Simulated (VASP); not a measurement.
# B (Fm-3m) in VASP: a series of runs

B is run at these levels: PBE; tasks: single point.

All numbers are computed with VASP 6.6.1; they aren't measurements. Logs are shortened: lines on timing, memory, paths and dates and some standing lists are left out, and cuts for length are marked.

### 1 The cell of the first run

The structure is cubic, space group Fm-3m (No. 225). The conventional cell has a = 2.428 Å, b = 2.428 Å, c = 2.428 Å, α = 90.00°, β = 90.00°, γ = 90.00°. B (site symmetry m-3m) has 12 B at 1.72 Å within 2.3 Å.

### 2 Single point, PBE

The input, INCAR:

```
PREC = Accurate ; ENCUT = 520
EDIFF = 1E-7 ; ISMEAR = -1
SIGMA = 0.1 ; LREAL = False
LASPH = True ; NELM = 100
ALGO = Normal ; ISIF = 2
LWAVE = False ; LCHARG = False
GGA = PE ; NBANDS = 8
```

The input, KPOINTS:

```
regular mesh
0
Gamma
  26 26 26
```

The input, POSCAR:

```
B
1.0
    0.0000000000      1.2140042306      1.2140042306
    1.2140042306      0.0000000000      1.2140042306
    1.2140042306      1.2140042306      0.0000000000
B
1
Direct
    0.0000000000      0.0000000000      0.0000000000
```

Potentials or basis: VASP PAW PBE potentials, release 64 (B).

The run is started by

```console
$ cat potpaw_PBE.64/B/POTCAR > POTCAR
$ mpirun -np 1 vasp_std > vasp.out
```

OUTCAR:

```text
PREC = Accurate
   ENCUT = 520
   EDIFF = 1E-7
   ISMEAR = -1
   LREAL = False
   LASPH = True
   NELM = 100
   ISIF = 2
   GGA = PE

 ion  position               nearest neighbor table
   1  0.000  0.000  0.000-

  LATTYP: Found a face centered cubic cell.
 ALAT       =     2.4280084612

  Lattice vectors:

 A1 = (   0.0000000000,   1.2140042306,   1.2140042306)
 A2 = (   1.2140042306,   0.0000000000,   1.2140042306)
 A3 = (   1.2140042306,   1.2140042306,   0.0000000000)

Analysis of symmetry for initial positions (statically):
=====================================================================
 Subroutine PRICEL returns:
 Original cell was already a primitive cell.

 Routine SETGRP: Setting up the symmetry group for a
 face centered cubic supercell.

 Subroutine GETGRP returns: Found 48 space group operations
 (whereof 48 operations were pure point group operations)
 out of a pool of 48 trial point group operations.

The static configuration has the point symmetry O_h .

Analysis of symmetry for dynamics (positions and initial velocities):
=====================================================================
 Subroutine PRICEL returns:
 Original cell was already a primitive cell.

 Routine SETGRP: Setting up the symmetry group for a
 face centered cubic supercell.

 Subroutine GETGRP returns: Found 48 space group operations
 (whereof 48 operations were pure point group operations)
 out of a pool of 48 trial point group operations.

The dynamic configuration has the point symmetry O_h .

 Subroutine INISYM returns: Found 48 space group operations
 (whereof 48 operations are pure point group operations),
 and found     1 'primitive' translations

----------------------------------------------------------------------------------------

                                     Primitive cell

  volume of cell :       3.5784

  direct lattice vectors                    reciprocal lattice vectors
     0.000000000  1.214004231  1.214004231    -0.411860179  0.411860179  0.411860179
     1.214004231  0.000000000  1.214004231     0.411860179 -0.411860179  0.411860179
     1.214004231  1.214004231  0.000000000     0.411860179  0.411860179 -0.411860179

  length of vectors
     1.716861248  1.716861248  1.716861248     0.713362756  0.713362756  0.713362756

  position of ions in fractional coordinates (direct lattice)
     0.000000000  0.000000000  0.000000000

  ion indices of the primitive-cell ions
   primitive index   ion index
                 1           1

----------------------------------------------------------------------------------------

 KPOINTS: regular mesh

Automatic generation of k-mesh.
 Grid dimensions read from file:
 generate k-points for:   26   26   26

 Generating k-lattice:

  Cartesian coordinates                     Fractional coordinates (reciprocal lattice)
    -0.015840776  0.015840776  0.015840776     0.038461538  0.000000000  0.000000000
     0.015840776 -0.015840776  0.015840776     0.000000000  0.038461538  0.000000000
     0.015840776  0.015840776 -0.015840776     0.000000000  0.000000000  0.038461538

  Length of vectors
     0.027437029  0.027437029  0.027437029

  Shift w.r.t. Gamma in fractional coordinates (k-lattice)
     0.000000000  0.000000000  0.000000000

 Subroutine IBZKPT returns following result:
 ===========================================

 Found    511 irreducible k-points:

 Following reciprocal coordinates:
            Coordinates               Weight
  0.000000  0.000000  0.000000      1.000000
  0.038462  0.000000  0.000000      8.000000
  0.076923  0.000000  0.000000      8.000000
  0.115385  0.000000  0.000000      8.000000
  0.153846  0.000000  0.000000      8.000000
  0.192308  0.000000  0.000000      8.000000
[... 16 lines left out ...]
  0.346154  0.038462  0.000000     24.000000
  0.384615  0.038462  0.000000     24.000000
 [... further k-points ...]
   k-points           NKPTS =    511   k-points in BZ     NKDIM =    511   number of bands    NBANDS=      8
   number of dos      NEDOS =    301   number of ions     NIONS =      1
   total plane-waves  NPLWV =   2744
   dimension x,y,z NGX =    14 NGY =   14 NGZ =   14
   dimension x,y,z NGXF=    28 NGYF=   28 NGZF=   28
   ions per type =               1
   NGX,Y,Z   is equivalent  to a cutoff of  13.56, 13.56, 13.56 a.u.
   NGXF,Y,Z  is equivalent  to a cutoff of  27.11, 27.11, 27.11 a.u.
 SYSTEM =  unknown system
   PREC   = accura    normal or accurate (medium, high low for compatibility)
   ISTART =      0    job   : 0-new  1-cont  2-samecut
   ICHARG =      2    charge: 1-file 2-atom 10-const
   ISPIN  =      1    spin polarized calculation?
   LNONCOLLINEAR =      F non collinear calculations
   LSORBIT =      F    spin-orbit coupling
   LASPH  =      T    aspherical Exc in radial PAW
   ENCUT  =  520.0 eV  38.22 Ry    6.18 a.u.   3.19  3.19  3.19*2*pi/ulx,y,z
   NELM   =    100;   NELMIN=  2; NELMDL= -5     # of ELM steps
   EDIFF  = 0.1E-06   stopping-criterion for ELM
   LREAL  =      F    real-space projection
   EDIFFG = 0.1E-05   stopping-criterion for IOM
   NSW    =      0    number of steps for IOM
   IBRION =     -1    ionic relax: 0-MD 1-quasi-New 2-CG
   NFREE  =      0    steps in history (QN), initial steepest desc. (CG)
   ISIF   =      2    stress and relaxation
   ISYM   =      2    0-nonsym 1-usesym 2-fastsym
   POTIM  = 0.5000    time-step for ionic-motion
   TEBEG  =    0.0;   TEEND  =   0.0 temperature during run
   PSTRESS=    0.0 pullay stress
   NELECT =       3.0000    total number of electrons
   NUPDOWN=      -1.0000    fix difference up-down
   EMIN   =  10.00;   EMAX   =-10.00  energy-range for DOS
   EFERMI =   0.00;   METHOD = LEGACY
   ISMEAR =    -1;   SIGMA  =   0.10  broadening in eV -4-tet -1-fermi 0-gaus
   EFERMI_NEDOS =   21; number of points for ismear=-14 and -15
   IALGO  =     38    algorithm
   IMIX   =      4    mixing-type and parameters
     AMIX     =   0.40;   BMIX     =  1.00
     AMIX_MAG =   1.60;   BMIX_MAG =  1.00
  volume/ion in A,a.u.               =       3.58        24.15
  Fermi-wavevector in a.u.,A,eV,Ry     =   1.543660  2.917095 32.421145  2.382887
  Thomas-Fermi vector in A             =   2.649292
   LORBIT       =      0    0 simple, 1 ext, 2 COOP (PROOUT), +10 PAW based schemes
   GGA     = PE    functional components
   LHFCALC =     F    Hartree Fock is set to
   AEXX    =    0.0000 exact exchange contribution
   IVDW    =     0    specifies the selected vdW correction
   LEPSILON=     F    determine dielectric tensor
   LRPA    =     F    only Hartree local field effects (RPA)
 non-spin polarized calculation
  energy-cutoff  :      520.00
  volume of cell :        3.58
 maximum number of plane-waves:       113
 NGX is ok and might be reduce to    14
   NGX =  7   NGY =  7   NGZ =  7

 number of electron       3.0000000 magnetization

 Free energy of the ion-electron system (eV)
  ---------------------------------------------------
  ext. energy  EPLUGINS =         0.00000000
  ---------------------------------------------------
  free energy    TOTEN  =        -3.72157179 eV

  energy without entropy =       -3.71663957  energy(sigma->0) =       -3.71910568

 E-fermi :  17.6278     XC(G=0): -15.2583

 val. band max:       17.5770145796   @ k =  -0.4231   0.3846   0.1538
 cond. band min:      17.6756117949   @ k =  -0.2692   0.2308   0.0769
 fundamental gap:      0.0985972153
 Fermi energy:        17.6277828716

 k-point     1 :       0.0000    0.0000    0.0000
  band No.  band energies     occupation
      1      -8.1400      2.00000
      2      42.5047      0.00000
      3      42.5047      0.00000
      4      42.5047      0.00000
      5      61.1774      0.00000
      6      61.1774      0.00000
      7      61.1774      0.00000
      8      65.2682      0.00000

 k-point     2 :       0.0385    0.0000    0.0000
  band No.  band energies     occupation
      1      -8.0601      2.00000
      2      41.9409      0.00000
      3      42.3795      0.00000
      4      42.3795      0.00000
      5      59.8580      0.00000
      6      61.4343      0.00000
      7      61.4343      0.00000
      8      67.3960      0.00000

 k-point     3 :       0.0769    0.0000    0.0000
  band No.  band energies     occupation
      1      -7.8204      2.00000
      2      40.3100      0.00000
      3      42.0306      0.00000
      4      42.0306      0.00000
      5      58.3740      0.00000
      6      62.1378      0.00000
      7      62.1378      0.00000
      8      71.1035      0.00000

 k-point     4 :       0.1154    0.0000    0.0000
  band No.  band energies     occupation
      1      -7.4209      2.00000
      2      37.8332      0.00000
      3      41.5242      0.00000
      4      41.5242      0.00000
      5      57.6994      0.00000
      6      63.0885      0.00000
      7      63.0885      0.00000
      8      72.3006      0.00000

 k-point     5 :       0.1538    0.0000    0.0000
  band No.  band energies     occupation
      1      -6.8618      2.00000
      2      34.8322      0.00000
      3      40.9349      0.00000
      4      40.9349      0.00000
      5      57.7436      0.00000
      6      63.8548      0.00000
      7      63.8548      0.00000
      8      70.1789      0.00000
[... 177 lines left out ...]
 k-point    22 :       0.3077    0.0385    0.0000
  band No.  band energies     occupation
      1      -3.4054      2.00000
      2      22.9827      0.00000
      3      37.7534      0.00000
      4      39.6920      0.00000
      5      57.1862      0.00000
      6      61.9015      0.00000
      7      62.0029      0.00000
      8      65.5753      0.00000

 k-point    23 :       0.3462    0.0385    0.0000
  band No.  band energies     occupation
      1      -2.1530      2.00000
      2      19.9998      0.00000
      3      37.4677      0.00000
      4      39.1653      0.00000
      5      56.1385      0.00000
      6      60.4845      0.00000
      7      63.0835      0.00000
      8      64.8602      0.00000

 k-point    24 :       0.3846    0.0385    0.0000
  band No.  band energies     occupation
      1      -0.8051      2.00000
      2      17.2540      1.95349
      3      37.3023      0.00000
      4      38.6830      0.00000
      5      55.2475      0.00000
      6      59.2288      0.00000
      7      62.9899      0.00000
      8      65.7216      0.00000

 [... further k-points ...]

------------------------ aborting loop because EDIFF is reached ----------------------------------------

  FORCE on cell =-STRESS in cart. coord.  units (eV):
  Direction    XX          YY          ZZ          XY          YZ          ZX
  --------------------------------------------------------------------------------------
  -------------------------------------------------------------------------------------
  Total        7.3819307      7.3819307      7.3819307      0.0000000      0.0000000     -0.0000000
  in kB     3305.1406984   3305.1406984   3305.1406984      0.0000000      0.0000000     -0.0000000
  external PRESSURE =    3305.1406984 kB  Pullay stress =       0.0000000 kB

 VOLUME and BASIS-vectors are now :
 -----------------------------------------------------------------------------
  energy-cutoff  :      520.00
  volume of cell :        3.58
      direct lattice vectors                 reciprocal lattice vectors
     0.000000000  1.214004231  1.214004231    -0.411860179  0.411860179  0.411860179
     1.214004231  0.000000000  1.214004231     0.411860179 -0.411860179  0.411860179
     1.214004231  1.214004231  0.000000000     0.411860179  0.411860179 -0.411860179

 POSITION                                       TOTAL-FORCE (eV/Angst)
 -----------------------------------------------------------------------------------
      0.00000      0.00000      0.00000         0.000000      0.000000     -0.000000
 -----------------------------------------------------------------------------------
    total drift:                                0.000000     -0.000000     -0.000000

  FREE ENERGIE OF THE ION-ELECTRON SYSTEM (eV)
  ---------------------------------------------------
  free  energy   TOTEN  =        -3.7215717937 eV

  energy  without entropy=       -3.7166395726  energy(sigma->0) =       -3.71910568
```

Run time: 4.5 s. Hardware: 1 thread of Intel Xeon 6975P-C, shared host; peak memory 0.11 GiB.

Results:

| Property | Result |
| --- | --- |
| Free energy | -3.7216 eV |
| Pressure | 330.5 GPa |

Levels at points of the mesh, in eV from the Fermi level:
```tsv
k point	band 1	band 2	band 3	band 4
(0.00, 0.00, 0.00)	-25.77	24.88	24.88	24.88
(0.50, 0.00, 0.00)	-15.16	-5.82	20.18	20.18
(0.50, 0.50, 0.00)	-10.90	0.77	9.07	9.07
```

### 3 Single point, PBE

The input, INCAR:

```
SYSTEM = B
PREC     = Accurate       ! precision mode
ENCUT    = 520            ! plane-wave cutoff, eV
EDIFF    = 1E-6           ! SCF threshold, eV
ISMEAR   = -1             ! smearing method
SIGMA    = 0.1            ! smearing width, eV
LREAL    = .FALSE.        ! projectors in reciprocal space
LASPH    = .TRUE.         ! aspherical terms in the spheres
NELM     = 60             ! most SCF steps
ALGO     = Normal         ! electronic algorithm
ISIF     = 2              ! what is computed and relaxed
LWAVE    = .FALSE.        ! write WAVECAR
LCHARG   = .TRUE.         ! write CHGCAR
GGA      = PE             ! functional
LELF     = .TRUE.         ! ELF
LVHAR    = .TRUE.       
NBANDS   = 8              ! bands
```

The input, KPOINTS:

```
regular mesh
0
G
  26 26 26
  0 0 0
```

POSCAR is that of step 2.

Potentials or basis: VASP PAW PBE potentials, release 64 (B).

The run is started by

```console
$ cat potpaw_PBE.64/B/POTCAR > POTCAR
$ mpirun -np 1 vasp_std > vasp.out
```

It took 4.9 s on 1 thread of Intel Xeon 6975P-C, shared host; peak memory 0.11 GiB.

It converged, with:

```
Free energy : -3.7216 eV
Pressure    : 330.5 GPa
```

Levels at points of the mesh, in eV from the Fermi level:
| k point | band 1 | band 2 | band 3 | band 4 | band 5 | band 6 |
| --- | --- | --- | --- | --- | --- | --- |
| (0.00, 0.00, 0.00) | -25.77 | 24.88 | 24.88 | 24.88 | 43.55 | 43.55 |
| (0.50, 0.00, 0.00) | -15.16 | -5.82 | 20.18 | 20.18 | 38.76 | 38.76 |
| (0.50, 0.50, 0.00) | -10.90 | 0.77 | 9.07 | 9.07 | 20.04 | 32.43 |

### 4 Single point, PBE

This run uses another cell than the first one, of 5.89 Å³/atom, 1.646 times its volume.

The input, INCAR:

```
SYSTEM = B
  PREC = Accurate
  ENCUT = 520
  EDIFF = 1E-6
  ISMEAR = -1
  SIGMA = 0.1
  LREAL = .FALSE.
  LASPH = .TRUE.
  NELM = 60
  ALGO = Normal
  ISIF = 2
  LWAVE = .FALSE.
  LCHARG = .FALSE.
  GGA = PE
  NBANDS = 8
```

The input, KPOINTS:

```
regular mesh
0
G
  23 23 23
  0 0 0
```

The input, POSCAR:

```
B
1.0
    0.0000000000      1.4332700180      1.4332700180
    1.4332700180      0.0000000000      1.4332700180
    1.4332700180      1.4332700180      0.0000000000
B
1
Direct
    0.0000000000      0.0000000000      0.0000000000
```

The run is started by

```console
$ cat potpaw_PBE.64/B/POTCAR > POTCAR
$ mpirun -np 1 vasp_std > vasp.out
```

Run time: 3.8 s. Hardware: 1 thread of Intel Xeon 6975P-C, shared host; peak memory 0.12 GiB.

The run converged. Its results:

```
Free energy : -5.3534 eV
Pressure    : 0.0 GPa
```

Levels at points of the mesh, in eV from the Fermi level:
| k point | band 1 | band 2 | band 3 | band 4 |
| --- | --- | --- | --- | --- |
| (0.00, 0.00, 0.00) | -19.22 | 15.97 | 15.97 | 15.97 |

### 5 Single point, PBE (volume scaled by 0.608, to set the pressure)

The input, INCAR:

```
SYSTEM = B
ALGO = Normal
EDIFF = 1E-6
ENCUT = 500
GGA = PE
GGA_COMPAT = .False.
ISIF = 2
ISMEAR = -1
LASPH = .True.
LCHARG = .False.
LREAL = .False.
LWAVE = .False.
NBANDS = 8
NELM = 120
PREC = Accurate
SIGMA = 0.1
```

The input, KPOINTS:

```
k-points
0
Gamma
  26 26 26
  0 0 0
```

The input, POSCAR:

```
B
1.0
    0.0000000000      1.2142157889      1.2142157889
    1.2142157889      0.0000000000      1.2142157889
    1.2142157889      1.2142157889      0.0000000000
B
1
Direct
    0.0000000000      0.0000000000      0.0000000000
```

The run is started by

```console
$ cat potpaw_PBE.64/B/POTCAR > POTCAR
$ mpirun -np 1 vasp_std > vasp.out
```

Run time: 14 s. Hardware: 1 thread of Intel Xeon 8259CL, shared host; peak memory 0.11 GiB.

Results (log left out):

| Item | Value |
| --- | --- |
| Free energy | -3.7250 eV |
| Pressure | 330.0 GPa |

Levels at points of the mesh, in eV from the Fermi level:
| k point | band 1 | band 2 | band 3 | band 4 | band 5 | band 6 |
| --- | --- | --- | --- | --- | --- | --- |
| (0.00, 0.00, 0.00) | -25.76 | 24.87 | 24.87 | 24.87 | 43.54 | 43.54 |
| (0.50, 0.00, 0.00) | -15.16 | -5.82 | 20.17 | 20.17 | 38.75 | 38.75 |
| (0.50, 0.50, 0.00) | -10.89 | 0.76 | 9.07 | 9.07 | 20.04 | 32.41 |

Caveat: the cell differs from its parent crystal (volume scaled by 0.608, to set the pressure).

### 6 The runs side by side

```csv
cell,k mesh,cutoff (eV),gap on the mesh (eV),pressure (GPa)
"a = 1.717 Å, angles 60.0°, 1 atom",26 × 26 × 26,520,none,330.5
"a = 2.027 Å, angles 60.0°, 1 atom",23 × 23 × 23,520,none,0.0
"a = 1.717 Å, angles 60.0°, 1 atom",26 × 26 × 26,500,none,330.0
```

Alike in all rows: task single point; level PBE; potentials or basis VASP PAW PBE potentials, release 64 (B); no spin polarisation; smearing fermi-dirac 0.1 eV.

Absolute energies hang on the potentials; compare differences alone.
